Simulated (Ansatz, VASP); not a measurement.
## As: VASP beside Ansatz

```
CELL_PARAMETERS angstrom
1.85273 -5.70626 0.00000
1.85273 5.70626 0.00000
0.00000 0.00000 4.66911
ATOMIC_POSITIONS crystal
As 0.10599 0.89401 0.93128
As 0.60599 0.39401 0.56872
As 0.89401 0.10599 0.06872
As 0.39401 0.60599 0.43128
```

Alike in both runs: functional PBE; k mesh 9 × 9 × 7; occupations fermi-dirac, width 0.1 eV; no spin polarisation.

Ansatz relaxed the structure, and its values are those at the end. VASP's run is a single point on that final structure, the one shown.

|  | VASP | Ansatz |
| --- | --- | --- |
| version | VASP 6.6.1 | Ansatz 0.2.0 |
| potentials or method | VASP PAW PBE potentials, release 64 (As), cutoff 500 eV | plane waves (420 eV) with PAW, scalar-relativistic |
| valence electrons in the cell | 20 | 60 |

Ansatz gave:

| Quantity | Value |
| --- | --- |
| pressure (GPa) | 0.0 |
| rms of the force components (eV/Å) | 0.003 |

Q: What did VASP give for the same quantities?

A: Pressure (GPa): 0.3; rms of the force components (eV/Å): 0.029.

VASP's potentials hold 20 valence electrons a cell and Ansatz's 60, so a difference there can come from the potentials and not from the codes.
